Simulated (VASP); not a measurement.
# Hf16H2O in VASP: single point with PBE+D3(BJ)

Aim: the single point of Hf16H2O with PBE+D3(BJ).

Everything below comes from runs of VASP 6.6.1. Logs are shortened: lines on timing, memory, paths and dates and some standing lists are left out, and cuts for length are marked.

## Step 1: The cell of the first run

The cell holds a slab with vacuum, 19 atoms: a = 6.340 Å, b = 6.340 Å, c = 26.183 Å, α = 90.00°, β = 90.00°, γ = 120.00°.

## Step 2: Single point, PBE+D3(BJ)

INCAR

```
PREC = Accurate
ENCUT = 520
EDIFF = 1E-6
ISMEAR = 0
SIGMA = 0.1
LREAL = Auto
LASPH = T
NELM = 60
ALGO = Normal
ISIF = 2
LWAVE = F
LCHARG = F
LDIPOL = T
IDIPOL = 3
DIPOL = 0.5 0.5 0.489
GGA = PE
IVDW = 12
NBANDS = 99
```

KPOINTS

```
Automatic mesh
0
Gamma
  4 4 1
```

POSCAR

```
Hf16H2O
1.0
    6.3396999941      0.0000000000      0.0000000000
   -3.1698499971      5.4903412473      0.0000000000
    0.0000000000      0.0000000000     26.1830434713
Hf O H
16 1 2
Direct
    0.3333333333      0.1666666667      0.3055412565
    0.3333333333      0.6666666667      0.3055412565
    0.8333333333      0.1666666667      0.3055412565
    0.8333333333      0.6666666667      0.3055412565
    0.1666666667      0.3333333333      0.4013990137
    0.1666666667      0.8333333333      0.4013990137
    0.6666666667      0.3333333333      0.4013990137
    0.6666666667      0.8333333333      0.4013990137
    0.3330313727      0.1659995313      0.4990592263
    0.3368692436      0.6678903278      0.5015012882
    0.8305574024      0.1613947246      0.5009526756
    0.8312251325      0.6680352535      0.5013325140
    0.1664472542      0.3277397312      0.5909730606
    0.1698535670      0.8384693510      0.5913103602
    0.6623465002      0.3289055762      0.5908341197
    0.6692190577      0.8331761510      0.6014590894
    0.6336129399      0.8303287335      0.6891867069
    0.4598288820      0.7063865282      0.6933373858
    0.6417126802      0.9882428008      0.6948406895
```

Potentials or basis: VASP PAW PBE potentials, release 64 (Hf_pv, O, H).

Run with:

```sh
> cat potpaw_PBE.64/Hf_pv/POTCAR potpaw_PBE.64/O/POTCAR potpaw_PBE.64/H/POTCAR > POTCAR
> mpirun -np 1 vasp_std > vasp.out
```

OUTCAR:

```text
PREC = Accurate
   ENCUT = 520
   EDIFF = 1E-6
   ISMEAR = 0
   LREAL = Auto
   LASPH = T
   NELM = 60
   ISIF = 2
   GGA = PE
   IVDW = 12
 IVDW          = 12

 ion  position               nearest neighbor table
   1  0.333  0.167  0.306-   5 3.11   7 3.11   6 3.11   3 3.17   3 3.17   4 3.17   4 3.17   2 3.17
                             2 3.17
   2  0.333  0.667  0.306-   6 3.11   8 3.11   5 3.11   4 3.17   4 3.17   3 3.17   3 3.17   1 3.17
                             1 3.17
   3  0.833  0.167  0.306-   7 3.11   5 3.11   8 3.11   1 3.17   1 3.17   2 3.17   2 3.17   4 3.17
                             4 3.17
   4  0.833  0.667  0.306-   8 3.11   6 3.11   7 3.11   2 3.17   2 3.17   1 3.17   1 3.17   3 3.17
                             3 3.17
   5  0.167  0.333  0.401-   1 3.11   3 3.11   2 3.11   9 3.15   7 3.17   7 3.17   8 3.17   8 3.17
                             6 3.17   6 3.17  11 3.19  10 3.20
   6  0.167  0.833  0.401-   2 3.11   4 3.11   1 3.11   9 3.14   8 3.17   8 3.17   7 3.17   7 3.17
                             5 3.17   5 3.17  12 3.20  10 3.20
   7  0.667  0.333  0.401-   3 3.11   1 3.11   4 3.11   9 3.15   5 3.17   5 3.17   6 3.17   6 3.17
                             8 3.17   8 3.17  11 3.19  12 3.20
   8  0.667  0.833  0.401-   4 3.11   2 3.11   3 3.11  11 3.17   6 3.17   6 3.17   5 3.17   5 3.17
                             7 3.17   7 3.17  12 3.18  10 3.19
   9  0.333  0.166  0.499-  13 3.01  15 3.01  14 3.01   6 3.14   7 3.15   5 3.15  11 3.17  12 3.17
                            10 3.17  10 3.17  12 3.17  11 3.17
  10  0.337  0.668  0.502-  14 2.99  13 3.00  11 3.13  12 3.13   9 3.17   9 3.17   8 3.19  16 3.19
                             5 3.20   6 3.20  12 3.21  11 3.21
  11  0.831  0.161  0.501-  15 2.99  13 2.99  10 3.13  12 3.13   8 3.17   9 3.17   9 3.17  16 3.19
                             7 3.19   5 3.19  12 3.21  10 3.21
  12  0.831  0.668  0.501-  15 2.99  14 3.00  11 3.13  10 3.13   9 3.17   9 3.17  16 3.18   8 3.18
                             7 3.20   6 3.20  10 3.21  11 3.21
  13  0.166  0.328  0.591-  11 2.99  10 3.00   9 3.01  14 3.11  15 3.14  16 3.16  15 3.20  16 3.21
                            14 3.23
  14  0.170  0.838  0.591-  10 2.99  12 3.00   9 3.01  13 3.11  15 3.12  16 3.17  16 3.19  15 3.22
                            13 3.23
  15  0.662  0.329  0.591-  11 2.99  12 2.99   9 3.01  14 3.12  13 3.14  16 3.18  16 3.19  13 3.20
                            14 3.22
  16  0.669  0.833  0.601-  17 2.31  13 3.16  14 3.17  15 3.18  12 3.18  15 3.19  11 3.19  10 3.19
                            14 3.19  13 3.21
  17  0.634  0.830  0.689-  19 0.99  18 0.99  16 2.31
  18  0.460  0.706  0.693-  17 0.99
  19  0.642  0.988  0.695-  17 0.99

  LATTYP: Found a hexagonal cell.
 ALAT       =     6.3396999941
 C/A-ratio  =     4.1300130126

  Lattice vectors:

 A1 = (   6.3396999941,   0.0000000000,   0.0000000000)
 A2 = (  -3.1698499971,   5.4903412473,   0.0000000000)
 A3 = (   0.0000000000,   0.0000000000,  26.1830434713)

Analysis of symmetry for initial positions (statically):
=====================================================================
 Subroutine PRICEL returns:
 Original cell was already a primitive cell.

 Routine SETGRP: Setting up the symmetry group for a
 hexagonal supercell.

 Subroutine GETGRP returns: Found  1 space group operations
 (whereof  1 operations were pure point group operations)
 out of a pool of 24 trial point group operations.

The static configuration has the point symmetry C_1 .

Analysis of symmetry for dynamics (positions and initial velocities):
=====================================================================
 Subroutine PRICEL returns:
 Original cell was already a primitive cell.

 Routine SETGRP: Setting up the symmetry group for a
 hexagonal supercell.

 Subroutine GETGRP returns: Found  1 space group operations
 (whereof  1 operations were pure point group operations)
 out of a pool of 24 trial point group operations.

The dynamic configuration has the point symmetry C_1 .

 Subroutine INISYM returns: Found  1 space group operations
 (whereof  1 operations are pure point group operations),
 and found     1 'primitive' translations

----------------------------------------------------------------------------------------

                                     Primitive cell

  volume of cell :     911.3562

  direct lattice vectors                    reciprocal lattice vectors
     6.339699994  0.000000000  0.000000000     0.157736171  0.091069021  0.000000000
    -3.169849997  5.490341247  0.000000000     0.000000000  0.182138041  0.000000000
     0.000000000  0.000000000 26.183043471     0.000000000  0.000000000  0.038192657

  length of vectors
     6.339699994  6.339699994 26.183043471     0.182138041  0.182138041  0.038192657

  position of ions in fractional coordinates (direct lattice)
     0.333333333  0.166666667  0.305541256
     0.333333333  0.666666667  0.305541256
     0.833333333  0.166666667  0.305541256
     0.833333333  0.666666667  0.305541256
     0.166666667  0.333333333  0.401399014
     0.166666667  0.833333333  0.401399014
[... 11 lines left out ...]
     0.459828882  0.706386528  0.693337386
     0.641712680  0.988242801  0.694840689

  ion indices of the primitive-cell ions
   primitive index   ion index
                 1           1
                 2           2
                 3           3
                 4           4
                 5           5
                 6           6
[... 11 lines left out ...]
                18          18
                19          19

----------------------------------------------------------------------------------------

 KPOINTS: Automatic mesh

Automatic generation of k-mesh.
 Grid dimensions read from file:
 generate k-points for:    4    4    1

 Generating k-lattice:

  Cartesian coordinates                     Fractional coordinates (reciprocal lattice)
     0.039434043  0.022767255  0.000000000     0.250000000 -0.000000000  0.000000000
     0.000000000  0.045534510  0.000000000     0.000000000  0.250000000  0.000000000
     0.000000000  0.000000000  0.038192657     0.000000000  0.000000000  1.000000000

  Length of vectors
     0.045534510  0.045534510  0.038192657

  Shift w.r.t. Gamma in fractional coordinates (k-lattice)
     0.000000000  0.000000000  0.000000000

 Subroutine IBZKPT returns following result:
 ===========================================

 Found     10 irreducible k-points:

 Following reciprocal coordinates:
            Coordinates               Weight
  0.000000  0.000000  0.000000      1.000000
  0.250000  0.000000  0.000000      2.000000
  0.000000  0.250000  0.000000      2.000000
 -0.250000  0.250000  0.000000      2.000000
  0.500000  0.000000  0.000000      1.000000
  0.000000  0.500000  0.000000      1.000000
  0.500000  0.500000  0.000000      1.000000
  0.250000  0.250000  0.000000      2.000000
 -0.250000  0.500000  0.000000      2.000000
  0.500000  0.250000  0.000000      2.000000
   k-points           NKPTS =     10   k-points in BZ     NKDIM =     10   number of bands    NBANDS=     99
   number of dos      NEDOS =    301   number of ions     NIONS =     19
   total plane-waves  NPLWV = 451584
   dimension x,y,z NGX =    48 NGY =   48 NGZ =  196
   dimension x,y,z NGXF=    96 NGYF=   96 NGZF=  392
   ions per type =              16   1   2
   NGX,Y,Z   is equivalent  to a cutoff of  12.59, 12.59, 12.44 a.u.
   NGXF,Y,Z  is equivalent  to a cutoff of  25.17, 25.17, 24.89 a.u.
 SYSTEM =  unknown system
   PREC   = accura    normal or accurate (medium, high low for compatibility)
   ISTART =      0    job   : 0-new  1-cont  2-samecut
   ICHARG =      2    charge: 1-file 2-atom 10-const
   ISPIN  =      1    spin polarized calculation?
   LNONCOLLINEAR =      F non collinear calculations
   LSORBIT =      F    spin-orbit coupling
   LASPH  =      T    aspherical Exc in radial PAW
   ENCUT  =  520.0 eV  38.22 Ry    6.18 a.u.  11.79 11.79 48.68*2*pi/ulx,y,z
   NELM   =     60;   NELMIN=  2; NELMDL= -5     # of ELM steps
   EDIFF  = 0.1E-05   stopping-criterion for ELM
   LREAL  =      T    real-space projection
   EDIFFG = 0.1E-04   stopping-criterion for IOM
   NSW    =      0    number of steps for IOM
   IBRION =     -1    ionic relax: 0-MD 1-quasi-New 2-CG
   NFREE  =      0    steps in history (QN), initial steepest desc. (CG)
   ISIF   =      2    stress and relaxation
   ISYM   =      2    0-nonsym 1-usesym 2-fastsym
   POTIM  = 0.5000    time-step for ionic-motion
   TEBEG  =    0.0;   TEEND  =   0.0 temperature during run
   PSTRESS=    0.0 pullay stress
   NELECT =     168.0000    total number of electrons
   NUPDOWN=      -1.0000    fix difference up-down
   EMIN   =  10.00;   EMAX   =-10.00  energy-range for DOS
   EFERMI =   0.00;   METHOD = LEGACY
   ISMEAR =     0;   SIGMA  =   0.10  broadening in eV -4-tet -1-fermi 0-gaus
   EFERMI_NEDOS =   21; number of points for ismear=-14 and -15
   IALGO  =     38    algorithm
   IMIX   =      4    mixing-type and parameters
     AMIX     =   0.40;   BMIX     =  1.00
     AMIX_MAG =   1.60;   BMIX_MAG =  1.00
  volume/ion in A,a.u.               =      47.97       323.69
  Fermi-wavevector in a.u.,A,eV,Ry     =   0.931712  1.760681 11.811054  0.868088
  Thomas-Fermi vector in A             =   2.058234
   LORBIT       =      0    0 simple, 1 ext, 2 COOP (PROOUT), +10 PAW based schemes
   GGA     = PE    functional components
   LHFCALC =     F    Hartree Fock is set to
   AEXX    =    0.0000 exact exchange contribution
   IVDW    =    12    specifies the selected vdW correction
   LEPSILON=     F    determine dielectric tensor
   LRPA    =     F    only Hartree local field effects (RPA)
 non-spin polarized calculation
 Gauss-broadening in eV      SIGMA  =   0.10
  energy-cutoff  :      520.00
  volume of cell :      911.36
 maximum number of plane-waves:     24559
   NGX = 23   NGY = 23   NGZ = 97

 dipolmoment           0.000000      0.000000      3.204732 electrons x Angstroem

 number of electron     168.0000005 magnetization

 dipolmoment           0.000000      0.000000     -0.166707 electrons x Angstroem

 Free energy of the ion-electron system (eV)
  ---------------------------------------------------
  ext. energy  EPLUGINS =         0.00000000
  ---------------------------------------------------
  free energy    TOTEN  =      -166.03657112 eV

  energy without entropy =     -165.90247915  energy(sigma->0) =     -165.96952513

 E-fermi :  -0.2670     XC(G=0):  -5.3971

 val. band max:       -0.2720548921   @ k =   0.5000   0.0000   0.0000
 cond. band min:      -0.2507292942   @ k =   0.5000   0.0000   0.0000
 fundamental gap:      0.0213255979
 Fermi energy:        -0.2669705736

 k-point     1 :       0.0000    0.0000    0.0000
  band No.  band energies     occupation
      1     -31.4086      2.00000
      2     -31.3988      2.00000
      3     -31.3868      2.00000
      4     -31.3792      2.00000
      5     -31.3760      2.00000
      6     -31.3694      2.00000
[... 88 lines left out ...]
     95       1.0039      0.00000
     96       1.0547      0.00000

 k-point     2 :       0.2500    0.0000    0.0000
  band No.  band energies     occupation
      1     -31.4054      2.00000
      2     -31.3572      2.00000
      3     -31.3325      2.00000
      4     -31.3289      2.00000
      5     -31.3224      2.00000
      6     -31.2999      2.00000
[... 781 lines left out ...]
     95       0.3556      0.00000
     96       0.4538      0.00000

 k-point    10 :       0.5000    0.2500    0.0000
  band No.  band energies     occupation
      1     -31.3996      2.00000
      2     -31.2940      2.00000
      3     -31.2688      2.00000
      4     -31.2648      2.00000
      5     -31.2525      2.00000
      6     -31.2368      2.00000
[... 88 lines left out ...]
     95       0.3591      0.00000
     96       0.4587      0.00000
 [bands above 96 left out]

------------------------ aborting loop because EDIFF is reached ----------------------------------------

 vacuum level on the upper side and lower side of the slab       (xc-potential included)        -0.433         0.415

 Edisp (eV)   -5.53188

 E8    (eV) :    -3.0241

  FORCE on cell =-STRESS in cart. coord.  units (eV):
  Direction    XX          YY          ZZ          XY          YZ          ZX
  --------------------------------------------------------------------------------------
  -------------------------------------------------------------------------------------
  Total      -9.25250    -9.03420    -7.41569    -0.11689     0.03630     0.00138
  in kB     -16.26602   -15.88226   -13.03689    -0.20549     0.06381     0.00242
  external pressure =      -15.06 kB  Pullay stress =        0.00 kB

 VOLUME and BASIS-vectors are now :
 -----------------------------------------------------------------------------
  energy-cutoff  :      520.00
  volume of cell :      911.36
      direct lattice vectors                 reciprocal lattice vectors
     6.339699994  0.000000000  0.000000000     0.157736171  0.091069021  0.000000000
    -3.169849997  5.490341247  0.000000000     0.000000000  0.182138041  0.000000000
     0.000000000  0.000000000 26.183043471     0.000000000  0.000000000  0.038192657

 POSITION                                       TOTAL-FORCE (eV/Angst)
 -----------------------------------------------------------------------------------
      1.58492      0.91506      8.00000        -0.001266      0.006581      0.628693
     -0.00000      3.66023      8.00000         0.002997     -0.010187      0.638407
      4.75477      0.91506      8.00000         0.002708      0.005767      0.630325
      3.16985      3.66023      8.00000        -0.005000     -0.007047      0.629703
      0.00000      1.83011     10.50985        -0.048905      0.042780     -0.708131
     -1.58492      4.57528     10.50985         0.012381     -0.067229     -0.682183
[... 11 lines left out ...]
      0.67604      3.87830     18.15368        -0.028573     -0.080377      0.013327
      0.93568      5.42579     18.19304         0.008562      0.071217      0.010217
 -----------------------------------------------------------------------------------
    total drift:                               -0.000838      0.002209      0.003503

  FREE ENERGIE OF THE ION-ELECTRON SYSTEM (eV)
  ---------------------------------------------------
  free  energy   TOTEN  =      -171.5684492408 eV

  energy  without entropy=     -171.4343572794  energy(sigma->0) =     -171.50140326

 vacuum level on the upper side and lower side of the slab         3.122         3.977
```

Wall time 70 min (1 thread of Intel Xeon 6975P-C (Granite Rapids), shared host); peak memory 1.2 GiB.

Results:

| Quantity | Value |
| --- | --- |
| Free energy | -171.5684 eV |
| Largest force | 0.711 eV/Å |
| Band gap on the k mesh | zero (bands 84 and 85 overlap by 0.79 eV) |
| Dispersion energy per atom | -0.291 eV |

Forces in eV/Å, atoms in the order of the input:
```
Hf  -0.001  0.007  0.629
Hf   0.003 -0.010  0.638
Hf   0.003  0.006  0.630
Hf  -0.005 -0.007  0.630
Hf  -0.049  0.043 -0.708
Hf   0.012 -0.067 -0.682
Hf   0.048  0.030 -0.706
Hf  -0.010 -0.011 -0.343
Hf  -0.001 -0.007  0.022
Hf  -0.012 -0.002  0.025
Hf  -0.001  0.013  0.034
Hf   0.020 -0.006  0.011
Hf   0.025  0.007 -0.042
Hf   0.004  0.015 -0.051
Hf  -0.030 -0.002 -0.050
Hf  -0.013  0.004  0.050
O    0.028 -0.001 -0.109
H   -0.029 -0.080  0.013
H    0.009  0.071  0.010
```

Levels at points of the mesh, in eV from the Fermi level:
| k point | band 84 | band 85 | band 86 | band 87 | band 88 | band 89 | band 90 | band 91 |
| --- | --- | --- | --- | --- | --- | --- | --- | --- |
| (0.00, 0.00, 0.00) | 0.57 | 0.60 | 0.63 | 0.70 | 1.07 | 1.09 | 1.20 | 1.20 |
| (0.50, 0.00, 0.00) | -0.34 | -0.22 | -0.14 | -0.01 | 0.02 | 0.24 | 0.27 | 0.28 |
| (0.00, 0.50, 0.00) | -0.33 | -0.21 | -0.15 | -0.03 | 0.03 | 0.23 | 0.26 | 0.28 |
| (0.50, 0.50, 0.00) | -0.35 | -0.20 | -0.15 | -0.02 | 0.02 | 0.23 | 0.26 | 0.28 |

Caveat: spin-orbit coupling is left out, which moves the levels of the heavy elements.

The gap in the log of VASP goes by the Fermi energy; the results here count the filled bands.